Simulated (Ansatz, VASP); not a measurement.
# Two plane-wave programs on Sn3S5

```
Sn S
1.0
     4.01302    2.31692    3.27840
    -4.01302    2.31692    3.27840
     0.00000   -4.63384    3.27840
Sn S
3 5
Cartesian
  0.0000 2.3169 3.2784
  -2.0065 -1.1585 3.2784
  2.0065 -1.1585 3.2784
  0.0000 -2.3169 1.6392
  2.0065 1.1585 1.6392
  -2.0065 1.1585 1.6392
  0.0000 0.0000 0.0000
  0.0000 0.0000 4.9176
```

Alike in both runs: functional PBE; k mesh 6 × 6 × 6; occupations gaussian, width 0.1 eV; no spin polarisation.

Ansatz relaxed the structure, and its values are those at the end. VASP's run is a single point on that final structure, the one shown.

|  | VASP | Ansatz |
| --- | --- | --- |
| version | VASP 6.6.1 | Ansatz 0.2.0 |
| potentials or method | VASP PAW PBE potentials, release 64 (Sn_d, S), cutoff 520 eV | scalar-relativistic, plane waves, PAW |
| valence electrons in the cell | 72 | 72 |

Ansatz gave:

* gap on the k mesh at the Fermi level (eV): none
* pressure (GPa): 0.0

Question: Estimate VASP's values.

Answer: gap on the k mesh at the Fermi level (eV): none; pressure (GPa): -0.1.

A gap of «none» marks a metal or a gap that the smearing closes. The functional is the same, so the differences come from potentials, cutoffs and numerics.
